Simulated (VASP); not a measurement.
Write the native input for VASP 6.6.1 that does the following.

| Property | Result |
| --- | --- |
| Task | single point |
| Functional | BLYP |
| Dispersion | D3(BJ) |
| Potentials or basis | VASP PAW PBE potentials, release 64 (Al) |
| Cutoff | 520 eV |
| k mesh | 11 × 11 × 11 |
| Occupations | fermi-dirac, width 0.05 eV |
| Spin | no spin polarisation |
| Dipole correction | no |
| Further INCAR settings | ALGO = Normal; EDIFF = 1e-06; NBANDS = 8 |

The structure of Al lies in POSCAR:

```
Al
1.0
    0.0000000000      1.9791042435      1.9791042435
    1.9791042435      0.0000000000      1.9791042435
    1.9791042435      1.9791042435      0.0000000000
Al
1
Direct
    0.0000000000      0.0000000000      0.0000000000
```

The input as run:

INCAR

```
PREC = Accurate
ENCUT = 520
EDIFF = 1E-6
ISMEAR = -1
SIGMA = 0.05
LREAL = False
LASPH = True
NELM = 100
ALGO = Normal
ISIF = 2
LWAVE = False
LCHARG = False
GGA = B5
ALDAX = 1.0
AGGAX = 1.0
AGGAC = 1.0
ALDAC = 0.0
IVDW = 12
VDW_S6 = 1.0
VDW_S8 = 2.6996
VDW_A1 = 0.4298
VDW_A2 = 4.2359
NBANDS = 8
```

KPOINTS

```
regular mesh
0
Gamma
  11 11 11
```

Potentials or basis: VASP PAW PBE potentials, release 64 (Al).

Command:

```console
$ cat potpaw_PBE.64/Al/POTCAR > POTCAR
$ mpirun -np 1 vasp_std > vasp.out
```

Results of the run:

```
Pressure                   : 0.2 GPa
Dispersion energy per atom : -0.827 eV
```

Caveat: the PAW data sets were made with another functional, which shifts forces and pressure a little; pairwise dispersion overbinds metals, which lowers pressure and volume.

Run time: 12 s on 1 thread of Intel Xeon 8259CL, on a shared host, peak memory 0.14 GiB.
